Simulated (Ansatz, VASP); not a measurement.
**Ba2SO: VASP beside Ansatz**

POSCAR

```
Ba2SO
1.0
    4.3355230086      0.0000000000      0.0000000000
    0.0000000000      4.3355230086      0.0000000000
    0.0000000000      0.0000000000      6.1377111524
O Ba S
1 2 1
Direct
    0.0000000000      0.0000000000      0.0000000000
    0.0000000000      0.0000000000      0.5000000000
    0.5000000000      0.5000000000      0.0000000000
    0.5000000000      0.5000000000      0.5000000000
```

The input INCAR.step1:

```
ALGO = Normal ; EDIFF = 1E-4
ENCUT = 520 ; GGA = PE
ISMEAR = 0 ; LASPH = T
LCHARG = F ; LREAL = F
LWAVE = T ; NBANDS = 24
NELM = 60 ; PREC = Accurate
SIGMA = 0.01
```

The input INCAR.step2:

```
ALGO = Normal ; EDIFF = 1E-6
ENCUT = 520 ; ISIF = 2
ISMEAR = 0 ; ISTART = 1
LASPH = T ; LCHARG = F
LMIXTAU = T ; LREAL = F
LWAVE = F ; METAGGA = R2SCAN
NBANDS = 24 ; NELM = 60
PREC = Accurate ; SIGMA = 0.01
```

File KPOINTS:

```
k-points
0
Gamma
  6 6 4
```

Input for Ansatz:

```yaml
crystal:
  lattice:
    - [4.3355230086, 0.0, 0.0]
    - [0.0, 4.3355230086, 0.0]
    - [0.0, 0.0, 6.1377111524]
  atoms:
    - { symbol: O, position: [0.0, 0.0, 0.0] }
    - { symbol: Ba, position: [0.0, 0.0, 0.5] }
    - { symbol: S, position: [0.5, 0.5, 0.5] }
    - { symbol: Ba, position: [0.5, 0.5, 0.0] }
kpoints:
  mp_grid: { grid: [6, 6, 4] }
hamiltonian:
  xc: r2scan
scf:
  occupations: { method: fixed }
  n_extra_bands: 5
output:
  forces: true
  stress: true
  eigenvalues: true
```

Alike in both runs: task single point; functional r2SCAN; k mesh 6 × 6 × 4; no spin polarisation.

|  | VASP | Ansatz |
| --- | --- | --- |
| version | VASP 6.6.1 | Ansatz 0.2.0 |
| potentials or method | VASP PAW PBE potentials, release 64 (O, Ba_sv, S) | plane waves, PAW |
| plane-wave cutoff (eV) | 520 | 500 |
| occupations | gaussian, width 0.01 eV | fixed |
| valence electrons in the cell | 32 | 32 |

Ansatz gave:

```
gap on the k mesh at the Fermi level (eV) : 1.98
pressure (GPa)                            : -1.5
```

Task: Which values does VASP return?

Result: gap on the k mesh at the Fermi level (eV): 1.92; pressure (GPa): -0.7.

VASP's potentials were made for PBE, not for r2SCAN.

Spin-orbit coupling is off throughout.
